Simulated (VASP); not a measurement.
## SnSe2: single point with PBE

Crystal: SnSe2.

```
Sn Se
1.0
     3.82516    0.00000    0.00000
    -1.91258    3.31269    0.00000
     0.00000    0.00000    6.22706
Sn Se
1 2
Direct
  0.00000 0.00000 0.00000
  0.33333 0.66667 0.25308
  0.66667 0.33333 0.74692
```

```yaml
Program: VASP 6.6.1
Task: single point
Functional: PBE
Potentials_or_basis: VASP PAW PBE potentials, release 64 (Sn_d, Se)
Cutoff: 520 eV
k_mesh: 12 × 12 × 4
Occupations: gaussian, width 0.01 eV
Spin: no spin polarisation
Dipole_correction: no
Further_INCAR_settings: ALGO = Normal; EDIFF = 1e-06; NBANDS = 20
```

* Pressure: 3.0 GPa
* Largest force: 0.275 eV/Å
* Band gap on the k mesh: 0.74 eV, indirect (least direct gap 1.12 eV)

Forces in eV/Å, atoms in the order of the input:
```
Sn   0.000  0.000  0.000
Se   0.000  0.000  0.275
Se   0.000  0.000 -0.275
```

Stress tensor (GPa, compression positive):
```
2.90 0.00 0.00
0.00 2.90 0.00
0.00 0.00 3.09
```

Levels at points of the mesh, in eV from the valence-band top:
```
           k point  band 10  band 11  band 12  band 13  band 14  band 15  band 16  band 17
(0.00, 0.00, 0.00)    -0.57    -0.30    -0.30    -0.12     1.00     3.06     4.65     4.65
(0.50, 0.00, 0.00)    -2.89    -2.47    -1.25    -0.27     1.15     3.75     5.32     5.37
(0.00, 0.00, 0.50)    -0.67    -0.67    -0.14    -0.14     2.44     2.98     4.39     4.39
(0.50, 0.00, 0.50)    -2.30    -1.99    -0.83    -0.66     0.74     4.16     4.72     5.79
```

Wall time 34 s on 1 thread of Intel(R) Xeon(R) 6975P-C (Granite Rapids) (shared host), peak memory 0.25 GiB.

Caveat: spin-orbit coupling is left out, which moves the levels of the heavy elements; this functional lacks dispersion, which binds the layers, so the pressure and a relaxed spacing across them are unreliable. A k mesh can miss the band edges.
